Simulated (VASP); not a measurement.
Here is a VASP 6.6.1 calculation.

INCAR

```
PREC = Accurate
ENCUT = 520
EDIFF = 1E-6
ISMEAR = -1
SIGMA = 0.05
LREAL = False
LASPH = True
NELM = 80
ALGO = Normal
ISIF = 2
LWAVE = False
LCHARG = False
GGA = PS
NBANDS = 18
```

File KPOINTS:

```
Automatic mesh
0
Gamma
  11 11 6
```

The input POSCAR:

```
Au
1.0
    1.4404122013     -2.6086382200      0.0000000000
    1.4404122013      2.6086382200      0.0000000000
    0.0000000000      0.0000000000      4.6974428256
Au
2
Direct
    0.3346720300      0.6653279700      0.2500000000
    0.6653279700      0.3346720300      0.7500000000
```

Potentials or basis: VASP PAW PBE potentials, release 64 (Au).

Command:

```sh
$ cat potpaw_PBE.64/Au/POTCAR > POTCAR
$ mpirun -np 1 vasp_std > vasp.out
```

Question: Predict the pressure.

Answer: -5.5 GPa.

Question: Estimate the band gap on the k mesh.

Answer: Zero (bands 11 and 12 overlap by 5.95 eV).

Question: Predict the largest force.

Answer: 0.042 eV/Å.

Forces on the atoms (eV/Å):
```
Au   0.000 -0.042  0.000
Au   0.000  0.042  0.000
```

Caveat: the cell stands under tension; the PAW data sets were made with another functional, which shifts forces and pressure a little; spin-orbit coupling is left out, which moves the levels of the heavy elements.
